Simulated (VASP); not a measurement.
P: single point with PBE+D3(BJ)

The system is P.

```
CELL_PARAMETERS angstrom
1.73302 1.00056 3.01638
-1.73302 1.00056 3.01638
0.00000 -2.00112 3.01638
ATOMIC_POSITIONS crystal
P 0.23068 0.23068 0.23068
P 0.76932 0.76932 0.76932
```

This cell differs from its parent crystal: volume scaled by 1.06, then relaxed in part.

```yaml
Program: VASP 6.6.1
Task: single point
Functional: PBE
Dispersion: D3(BJ)
Potentials_or_basis: VASP PAW PBE potentials, release 64 (P)
Cutoff: 520 eV
k_mesh: 15 × 15 × 15
Occupations: gaussian, width 0.1 eV
Spin: no spin polarisation
Dipole_correction: no
Further_INCAR_settings: ALGO = Normal; EDIFF = 1e-07; NBANDS = 12
```

| Quantity | Value |
| --- | --- |
| Pressure | -3.5 GPa |
| Largest force | 0.049 eV/Å |
| Band gap on the k mesh | zero (band 5 reaches 9.73 eV, above the bottom of band 6 at 8.83 eV) |
| Dispersion energy per atom | -0.450 eV |

Forces in eV/Å, atoms in the order of the input:
```
P    0.000  0.000 -0.049
P    0.000  0.000  0.049
```

Stress tensor (GPa, compression positive):
```
-3.58  0.00  0.00
 0.00 -3.58  0.00
 0.00  0.00 -3.39
```

Levels at points of the mesh, in eV from the Fermi level:
| k point | band 2 | band 3 | band 4 | band 5 | band 6 | band 7 | band 8 | band 9 |
| --- | --- | --- | --- | --- | --- | --- | --- | --- |
| (0.00, 0.00, 0.00) | -3.10 | -2.90 | -2.84 | -2.84 | 1.79 | 2.97 | 2.97 | 5.55 |

It took 49 s on 1 thread of Intel(R) Xeon(R) 6975P-C (Granite Rapids) (shared host), peak memory 0.23 GiB.

Caveat: pairwise dispersion overbinds metals, which lowers pressure and volume.
